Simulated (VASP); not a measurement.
# Ta (Im-3m) in VASP: notebook

Ta is run at these levels: LDA; tasks: single point, relaxation of cell and atoms.

All numbers are computed with VASP 6.6.1; they aren't measurements. Logs are shortened: lines on timing, memory, paths and dates and some standing lists are left out, and cuts for length are marked.

## 1. The cell of the first run

The structure is cubic, space group Im-3m (No. 229). Conventional cell: a = 3.310 Å, b = 3.310 Å, c = 3.310 Å, α = 90.00°, β = 90.00°, γ = 90.00°. Ta (site symmetry m-3m) has 14 Ta at 2.87 to 3.31 Å within 3.8 Å.

## 2. Single point, LDA

INCAR

```
SYSTEM = Ta
  PREC = Accurate
  ENCUT = 520
  EDIFF = 1E-6
  ISMEAR = 0
  SIGMA = 0.1
  LREAL = .False.
  LASPH = .True.
  NELM = 60
  ALGO = Normal
  ISIF = 2
  LWAVE = .False.
  LCHARG = .False.
  GGA = CA
  NBANDS = 12
```

KPOINTS

```
Automatic mesh
0
Gamma
  8 8 8
  0 0 0
```

POSCAR

```
Ta
1.0
   -1.6549278100      1.6549278100      1.6549278100
    1.6549278100     -1.6549278100      1.6549278100
    1.6549278100      1.6549278100     -1.6549278100
Ta
1
Direct
    0.0000000000      0.0000000000      0.0000000000
```

Potentials or basis: VASP PAW LDA potentials, release 64 (Ta_pv).

Run with:

```
$ cat potpaw_LDA.64/Ta_pv/POTCAR > POTCAR
$ mpirun -np 1 vasp_std > vasp.out
```

OUTCAR:

```text
SYSTEM = Ta
   PREC = Accurate
   ENCUT = 520
   EDIFF = 1E-6
   ISMEAR = 0
   LREAL = .False.
   LASPH = .True.
   NELM = 60
   ISIF = 2
   GGA = CA

 ion  position               nearest neighbor table
   1  0.000  0.000  0.000-

  LATTYP: Found a body centered cubic cell.
 ALAT       =     3.3098556200

  Lattice vectors:

 A1 = (  -1.6549278100,   1.6549278100,   1.6549278100)
 A2 = (   1.6549278100,  -1.6549278100,   1.6549278100)
 A3 = (   1.6549278100,   1.6549278100,  -1.6549278100)

Analysis of symmetry for initial positions (statically):
=====================================================================
 Subroutine PRICEL returns:
 Original cell was already a primitive cell.

 Routine SETGRP: Setting up the symmetry group for a
 body centered cubic supercell.

 Subroutine GETGRP returns: Found 48 space group operations
 (whereof 48 operations were pure point group operations)
 out of a pool of 48 trial point group operations.

The static configuration has the point symmetry O_h .

Analysis of symmetry for dynamics (positions and initial velocities):
=====================================================================
 Subroutine PRICEL returns:
 Original cell was already a primitive cell.

 Routine SETGRP: Setting up the symmetry group for a
 body centered cubic supercell.

 Subroutine GETGRP returns: Found 48 space group operations
 (whereof 48 operations were pure point group operations)
 out of a pool of 48 trial point group operations.

The dynamic configuration has the point symmetry O_h .

 Subroutine INISYM returns: Found 48 space group operations
 (whereof 48 operations are pure point group operations),
 and found     1 'primitive' translations

----------------------------------------------------------------------------------------

                                     Primitive cell

  volume of cell :      18.1300

  direct lattice vectors                    reciprocal lattice vectors
    -1.654927810  1.654927810  1.654927810     0.000000000  0.302127982  0.302127982
     1.654927810 -1.654927810  1.654927810     0.302127982  0.000000000  0.302127982
     1.654927810  1.654927810 -1.654927810     0.302127982  0.302127982  0.000000000

  length of vectors
     2.866419050  2.866419050  2.866419050     0.427273490  0.427273490  0.427273490

  position of ions in fractional coordinates (direct lattice)
     0.000000000  0.000000000  0.000000000

[... 82 lines left out ...]
   ISYM   =      2    0-nonsym 1-usesym 2-fastsym
   POTIM  = 0.5000    time-step for ionic-motion
   TEBEG  =    0.0;   TEEND  =   0.0 temperature during run
   PSTRESS=    0.0 pullay stress
   NELECT =      11.0000    total number of electrons
   NUPDOWN=      -1.0000    fix difference up-down
   EMIN   =  10.00;   EMAX   =-10.00  energy-range for DOS
   EFERMI =   0.00;   METHOD = LEGACY
   ISMEAR =     0;   SIGMA  =   0.10  broadening in eV -4-tet -1-fermi 0-gaus
   EFERMI_NEDOS =   21; number of points for ismear=-14 and -15
   IALGO  =     38    algorithm
   IMIX   =      4    mixing-type and parameters
     AMIX     =   0.40;   BMIX     =  1.00
     AMIX_MAG =   1.60;   BMIX_MAG =  1.00
  volume/ion in A,a.u.               =      18.13       122.35
  Fermi-wavevector in a.u.,A,eV,Ry     =   1.385926  2.619020 26.133942  1.920791
  Thomas-Fermi vector in A             =   2.510290
   LORBIT       =      0    0 simple, 1 ext, 2 COOP (PROOUT), +10 PAW based schemes
   GGA     = CA    functional components
   LHFCALC =     F    Hartree Fock is set to
   AEXX    =    0.0000 exact exchange contribution
   IVDW    =     0    specifies the selected vdW correction
   LEPSILON=     F    determine dielectric tensor
   LRPA    =     F    only Hartree local field effects (RPA)
 non-spin polarized calculation
 Gauss-broadening in eV      SIGMA  =   0.10
  energy-cutoff  :      520.00
  volume of cell :       18.13
 maximum number of plane-waves:       496
 NGX is ok and might be reduce to    24
   NGX = 11   NGY = 11   NGZ = 11

 number of electron      11.0000001 magnetization

 Free energy of the ion-electron system (eV)
  ---------------------------------------------------
  ext. energy  EPLUGINS =         0.00000000
  ---------------------------------------------------
  free energy    TOTEN  =       -12.83372653 eV

  energy without entropy =      -12.82993044  energy(sigma->0) =      -12.83182849

 E-fermi :   5.3333     XC(G=0): -12.7594

 val. band max:        5.2557347614   @ k =   0.2500   0.0000   0.0000
 cond. band min:       5.3683214647   @ k =  -0.2500   0.2500   0.1250
 fundamental gap:      0.1125867033
 Fermi energy:         5.3333180927

 k-point     1 :       0.0000    0.0000    0.0000
  band No.  band energies     occupation
      1     -27.5604      2.00000
      2     -27.5604      2.00000
      3     -27.5604      2.00000
      4      -2.4737      2.00000
      5       6.0264      0.00000
      6       6.0264      0.00000
      7       6.0264      0.00000
      8       9.2581      0.00000
      9       9.2581      0.00000
     10      19.0387      0.00000
     11      20.3887      0.00000
     12      20.3887      0.00000
[... 331 lines left out ...]
 k-point    24 :      -0.3750    0.3750    0.2500
  band No.  band energies     occupation
      1     -28.4365      2.00000
      2     -28.1058      2.00000
      3     -27.9981      2.00000
      4       2.5705      2.00000
      5       3.3859      2.00000
      6       6.5875      0.00000
      7       7.2707      0.00000
      8      10.6944      0.00000
      9      10.8151      0.00000
     10      19.0048      0.00000
     11      19.3229      0.00000
     12      21.5867      0.00000

 [... further k-points ...]

------------------------ aborting loop because EDIFF is reached ----------------------------------------

  FORCE on cell =-STRESS in cart. coord.  units (eV):
  Direction    XX          YY          ZZ          XY          YZ          ZX
  --------------------------------------------------------------------------------------
  -------------------------------------------------------------------------------------
  Total       -1.2620042     -1.2620042     -1.2620042      0.0000000      0.0000000     -0.0000000
  in kB     -111.5255167   -111.5255167   -111.5255167      0.0000000      0.0000000     -0.0000000
  external PRESSURE =    -111.5255167 kB  Pullay stress =       0.0000000 kB

 VOLUME and BASIS-vectors are now :
 -----------------------------------------------------------------------------
  energy-cutoff  :      520.00
  volume of cell :       18.13
      direct lattice vectors                 reciprocal lattice vectors
    -1.654927810  1.654927810  1.654927810     0.000000000  0.302127982  0.302127982
     1.654927810 -1.654927810  1.654927810     0.302127982  0.000000000  0.302127982
     1.654927810  1.654927810 -1.654927810     0.302127982  0.302127982  0.000000000

 POSITION                                       TOTAL-FORCE (eV/Angst)
 -----------------------------------------------------------------------------------
      0.00000      0.00000      0.00000         0.000000     -0.000000      0.000000
 -----------------------------------------------------------------------------------
    total drift:                                0.000000      0.000000     -0.000000

  FREE ENERGIE OF THE ION-ELECTRON SYSTEM (eV)
  ---------------------------------------------------
  free  energy   TOTEN  =       -12.8337265334 eV

  energy  without entropy=      -12.8299304367  energy(sigma->0) =      -12.83182849
```

OSZICAR:

```text
N       E                     dE             d eps       ncg     rms          rms(c)
DAV:   1     0.604609471762E+02    0.60461E+02   -0.59721E+03   696   0.869E+02
DAV:   2    -0.122406742007E+02   -0.72702E+02   -0.70587E+02   780   0.239E+02
DAV:   3    -0.133129361367E+02   -0.10723E+01   -0.10230E+01   808   0.276E+01
DAV:   4    -0.133164865956E+02   -0.35505E-02   -0.35502E-02   788   0.164E+00
DAV:   5    -0.133164951965E+02   -0.86009E-05   -0.86004E-05   812   0.856E-02    0.134E+01
DAV:   6    -0.129448862835E+02    0.37161E+00   -0.30506E-01   792   0.559E+00    0.634E+00
DAV:   7    -0.128360375644E+02    0.10885E+00   -0.24840E-01   776   0.463E+00    0.335E-01
DAV:   8    -0.128337612553E+02    0.22763E-02   -0.31439E-03   756   0.645E-01    0.807E-02
DAV:   9    -0.128337275877E+02    0.33668E-04   -0.81193E-05   800   0.919E-02    0.254E-02
DAV:  10    -0.128337265802E+02    0.10075E-05   -0.59305E-06   760   0.252E-02    0.456E-03
DAV:  11    -0.128337265334E+02    0.46856E-07   -0.21035E-07   404   0.514E-03
   1 F= -.12833727E+02 E0= -.12831828E+02  d E =-.379610E-02
```

Wall time 5.8 s (1 thread of Intel Xeon Platinum 8488C (Sapphire Rapids), shared host); peak memory 0.13 GiB.

What came out:

```yaml
Free_energy: -12.8337 eV
Pressure: -11.2 GPa
```

Levels at points of the mesh, in eV from the Fermi level:
```csv
k point,band 1,band 2,band 3,band 4,band 5,band 6,band 7,band 8,band 9,band 10
"(0.00, 0.00, 0.00)",-32.89,-32.89,-32.89,-7.81,0.69,0.69,0.69,3.92,3.92,13.71
"(0.50, 0.00, 0.00)",-34.07,-33.27,-32.90,-4.33,-1.55,1.72,3.80,4.81,7.71,11.60
"(0.50, 0.50, 0.50)",-33.71,-33.71,-33.71,-3.77,-3.77,6.76,6.76,6.76,8.70,8.70
```

Caveat: spin-orbit coupling is left out, which moves the levels of the heavy elements.

## 3. Single point, LDA

This run uses another cell than the first one, of 17.12 Å³/atom, 0.944 times its volume.

INCAR

```
  PREC = Accurate
  ENCUT = 520
  EDIFF = 1E-6
  ISMEAR = 0
  SIGMA = 0.1
  LREAL = False
  LASPH = True
  NELM = 60
  ALGO = Normal
  ISIF = 2
  LWAVE = False
  LCHARG = False
  NBANDS = 12
```

KPOINTS

```
Automatic mesh
0
Gamma
  8 8 8
```

POSCAR

```
Ta
1.0
   -1.6234893960      1.6234893960      1.6234893960
    1.6234893960     -1.6234893960      1.6234893960
    1.6234893960      1.6234893960     -1.6234893960
Ta
1
Direct
    0.0000000000      0.0000000000      0.0000000000
```

Potentials or basis: VASP PAW LDA potentials, release 64 (Ta_pv).

Run with:

```
$ cat potpaw_LDA.64/Ta_pv/POTCAR > POTCAR
$ mpirun -np 1 vasp_std > vasp.out
```

It took 5 s on 1 thread of Intel Xeon Platinum 8488C (Sapphire Rapids), shared host; peak memory 0.13 GiB.

It converged, with:

- Free energy: -12.8674 eV
- Pressure: 1.0 GPa

Levels at points of the mesh, in eV from the Fermi level:
```tsv
k point	band 2	band 3	band 4	band 5	band 6	band 7	band 8	band 9
(0.00, 0.00, 0.00)	-32.62	-32.62	-7.96	0.74	0.74	0.74	4.18	4.18
(0.50, 0.00, 0.00)	-33.08	-32.63	-4.53	-1.67	2.06	4.10	5.17	8.33
(0.50, 0.50, 0.50)	-33.60	-33.60	-4.06	-4.06	7.28	7.28	7.28	9.30
```

Caveat: spin-orbit coupling is left out, which moves the levels of the heavy elements.

## 4. Relaxation of cell and atoms, LDA

INCAR

```
SYSTEM = Ta
PREC = Accurate
ENCUT = 600
EDIFF = 1E-6
ISMEAR = 0
SIGMA = 0.1
LREAL = .False.
LASPH = .True.
NELM = 60
ALGO = Normal
ISIF = 3
LWAVE = .False.
LCHARG = .False.
GGA = CA
IBRION = 2
NSW = 100
EDIFFG = -0.05
```

KPOINTS

```
regular mesh
0
Gamma
  8 8 8
  0 0 0
```

POSCAR

```
Ta
1.0
   -1.6549278100      1.6549278100      1.6549278100
    1.6549278100     -1.6549278100      1.6549278100
    1.6549278100      1.6549278100     -1.6549278100
Ta
1
Direct
    0.0000000000      0.0000000000      0.0000000000
```

Potentials or basis: VASP PAW LDA potentials, release 64 (Ta_pv).

Run with:

```
$ cat potpaw_LDA.64/Ta_pv/POTCAR > POTCAR
$ mpirun -np 1 vasp_std > vasp.out
```

OUTCAR:

```text
SYSTEM = Ta
   PREC = Accurate
   ENCUT = 600
   EDIFF = 1E-6
   ISMEAR = 0
   LREAL = .False.
   LASPH = .True.
   NELM = 60
   ISIF = 3
   GGA = CA
   IBRION = 2
   NSW = 100
   EDIFFG = -0.05

 ion  position               nearest neighbor table
   1  0.000  0.000  0.000-

  LATTYP: Found a body centered cubic cell.
 ALAT       =     3.3098556200

  Lattice vectors:

 A1 = (  -1.6549278100,   1.6549278100,   1.6549278100)
 A2 = (   1.6549278100,  -1.6549278100,   1.6549278100)
 A3 = (   1.6549278100,   1.6549278100,  -1.6549278100)

Analysis of symmetry for initial positions (statically):
=====================================================================
 Subroutine PRICEL returns:
 Original cell was already a primitive cell.

 Routine SETGRP: Setting up the symmetry group for a
 body centered cubic supercell.

 Subroutine GETGRP returns: Found 48 space group operations
 (whereof 48 operations were pure point group operations)
 out of a pool of 48 trial point group operations.

The static configuration has the point symmetry O_h .

Analysis of symmetry for dynamics (positions and initial velocities):
=====================================================================
 Subroutine PRICEL returns:
 Original cell was already a primitive cell.

 Routine SETGRP: Setting up the symmetry group for a
 body centered cubic supercell.

 Subroutine GETGRP returns: Found 48 space group operations
 (whereof 48 operations were pure point group operations)
 out of a pool of 48 trial point group operations.

The dynamic configuration has the point symmetry O_h .

 Subroutine INISYM returns: Found 48 space group operations
 (whereof 48 operations are pure point group operations),
 and found     1 'primitive' translations

[... 124 lines left out ...]
 non-spin polarized calculation
 Gauss-broadening in eV      SIGMA  =   0.10
  energy-cutoff  :      600.00
  volume of cell :       18.13
 maximum number of plane-waves:       622
   NGX = 11   NGY = 11   NGZ = 11

--------------------------------------- Ionic step        1  -------------------------------------------

 number of electron      11.0000001 magnetization

 Free energy of the ion-electron system (eV)
  ---------------------------------------------------
  ext. energy  EPLUGINS =         0.00000000
  ---------------------------------------------------
  free energy    TOTEN  =       -12.83378812 eV

  energy without entropy =      -12.82999104  energy(sigma->0) =      -12.83188958

------------------------ aborting loop because EDIFF is reached ----------------------------------------

  FORCE on cell =-STRESS in cart. coord.  units (eV):
  Direction    XX          YY          ZZ          XY          YZ          ZX
  --------------------------------------------------------------------------------------
  -------------------------------------------------------------------------------------
  Total       -1.2587455     -1.2587455     -1.2587455     -0.0000000     -0.0000000      0.0000000
  in kB     -111.2375331   -111.2375331   -111.2375331     -0.0000000     -0.0000000      0.0000000
  external PRESSURE =    -111.2375331 kB  Pullay stress =       0.0000000 kB
[... 92 lines left out ...]
--------------------------------------- Ionic step        4  -------------------------------------------

 number of electron      10.9999999 magnetization

 Free energy of the ion-electron system (eV)
  ---------------------------------------------------
  ext. energy  EPLUGINS =         0.00000000
  ---------------------------------------------------
  free energy    TOTEN  =       -12.86791030 eV

  energy without entropy =      -12.86422539  energy(sigma->0) =      -12.86606785

 E-fermi :   5.7225     XC(G=0): -13.0311

 val. band max:        5.6640359280   @ k =   0.2500   0.0000   0.0000
 cond. band min:       5.7539655418   @ k =  -0.2500   0.2500   0.1250
 fundamental gap:      0.0899296139
 Fermi energy:         5.7225222598

 k-point     1 :       0.0000    0.0000    0.0000
  band No.  band energies     occupation
      1     -26.9235      2.00000
      2     -26.9235      2.00000
      3     -26.9235      2.00000
      4      -2.2256      2.00000
      5       6.4580      0.00000
      6       6.4580      0.00000
      7       6.4580      0.00000
      8       9.8849      0.00000
      9       9.8849      0.00000
[... 265 lines left out ...]
 k-point    24 :      -0.3750    0.3750    0.2500
  band No.  band energies     occupation
      1     -27.9619      2.00000
      2     -27.5658      2.00000
      3     -27.4413      2.00000
      4       2.8972      2.00000
      5       3.6495      2.00000
      6       7.0689      0.00000
      7       7.8027      0.00000
      8      11.4511      0.00000
      9      11.6556      0.00000

 [... further k-points ...]

------------------------ aborting loop because EDIFF is reached ----------------------------------------

  FORCE on cell =-STRESS in cart. coord.  units (eV):
  Direction    XX          YY          ZZ          XY          YZ          ZX
  --------------------------------------------------------------------------------------
  -------------------------------------------------------------------------------------
  Total       -0.0097479     -0.0097479     -0.0097479     -0.0000000     -0.0000000     -0.0000000
  in kB       -0.9081145     -0.9081145     -0.9081145     -0.0000000     -0.0000000     -0.0000000
  external PRESSURE =      -0.9081145 kB  Pullay stress =       0.0000000 kB
[... 16 lines left out ...]
  FREE ENERGIE OF THE ION-ELECTRON SYSTEM (eV)
  ---------------------------------------------------
  free  energy   TOTEN  =       -12.8679103048 eV

  energy  without entropy=      -12.8642253912  energy(sigma->0) =      -12.86606785

 reached required accuracy - stopping structural energy minimisation
```

OSZICAR:

```text
N       E                     dE             d eps       ncg     rms          rms(c)
DAV:   1     0.541957457451E+02    0.54196E+02   -0.69887E+03   522   0.130E+03
DAV:   2    -0.126171138887E+02   -0.66813E+02   -0.65969E+02   675   0.267E+02
DAV:   3    -0.133075145104E+02   -0.69040E+00   -0.66441E+00   644   0.277E+01
[... 27 lines left out ...]
DAV:   1    -0.128684662742E+02   -0.69250E-03   -0.18330E-02   530   0.199E+00    0.216E-01
DAV:   2    -0.128680151076E+02    0.45117E-03   -0.61394E-04   532   0.322E-01    0.721E-02
DAV:   3    -0.128679089155E+02    0.10619E-03   -0.33987E-04   541   0.231E-01    0.302E-02
DAV:   4    -0.128679103161E+02   -0.14006E-05   -0.39892E-06   611   0.217E-02    0.295E-03
DAV:   5    -0.128679103048E+02    0.11270E-07   -0.35378E-07   266   0.736E-03
   4 F= -.12867910E+02 E0= -.12866068E+02  d E =-.341222E-01
```

CONTCAR:

```text
Ta
   1.00000000000000
    -1.6260720418876882    1.6260720418876882    1.6260720418876882
     1.6260720418876882   -1.6260720418876882    1.6260720418876882
     1.6260720418876882    1.6260720418876882   -1.6260720418876882
  Ta
     1
Direct
     1.0000000000000000    1.0000000000000000    1.0000000000000000

  0.00000000E+00  0.00000000E+00  0.00000000E+00
```

Wall time 15 s (1 thread of Intel Xeon Platinum 8488C (Sapphire Rapids), shared host); peak memory 0.14 GiB.

What came out:

* Free energy: -12.8679 eV
* Relaxed volume: 17.20 Å³/atom
* Relaxed cell: a = 2.816 Å, b = 2.816 Å, c = 2.816 Å, α = 109.47°, β = 109.47°, γ = 109.47°
* Space group after relaxing (to 0.05 Å): Im-3m (No. 229)
* Energy gained by relaxing: 34.1 meV/atom
* Ionic steps: 4
* Pressure after relaxing: -0.1 GPa

The path:
| step | energy change (eV) | largest force (eV/Å) | pressure (GPa) | volume (Å³) |
| --- | --- | --- | --- | --- |
| 1 | 0.0000 | 0.0000 | -11.12 | 18.13 |
| 2 | 0.2115 | 0.0000 | 39.98 | 15.02 |
| 3 | -0.0340 | 0.0000 | -0.77 | 17.25 |
| 4 | -0.0341 | 0.0000 | -0.09 | 17.20 |

Final structure:
```
Ta
1.0
    -1.62607    1.62607    1.62607
     1.62607   -1.62607    1.62607
     1.62607    1.62607   -1.62607
Ta
1
Direct
  0.00000 0.00000 0.00000
```

Levels at points of the mesh, in eV from the Fermi level:
| k point | band 2 | band 3 | band 4 | band 5 | band 6 | band 7 | band 8 | band 9 |
| --- | --- | --- | --- | --- | --- | --- | --- | --- |
| (0.00, 0.00, 0.00) | -32.65 | -32.65 | -7.95 | 0.74 | 0.74 | 0.74 | 4.16 | 4.16 |
| (0.50, 0.00, 0.00) | -33.09 | -32.66 | -4.52 | -1.66 | 2.03 | 4.07 | 5.14 | 8.28 |
| (0.50, 0.50, 0.50) | -33.61 | -33.61 | -4.04 | -4.04 | 7.24 | 7.24 | 7.24 | 9.25 |

Caveat: spin-orbit coupling is left out, which moves the levels of the heavy elements.

## 5. Overview

```tsv
task	cell	cutoff (eV)	gap on the mesh (eV)	pressure (GPa)
single point	a = 2.866 Å, angles 109.5°, 1 atom	520	none	-11.2
single point	a = 2.812 Å, angles 109.5°, 1 atom	520	none	1.0
relaxation of cell and atoms	relaxed from a = 2.866 Å, angles 109.5°, 1 atom	600	none	-0.1
```

Alike in all rows: level LDA; potentials or basis VASP PAW LDA potentials, release 64 (Ta_pv); no spin polarisation; k mesh 8 × 8 × 8; smearing gaussian 0.1 eV.

Caveats: spin-orbit coupling is left out, which moves the levels of the heavy elements.

Absolute energies hang on the potentials; compare differences alone.
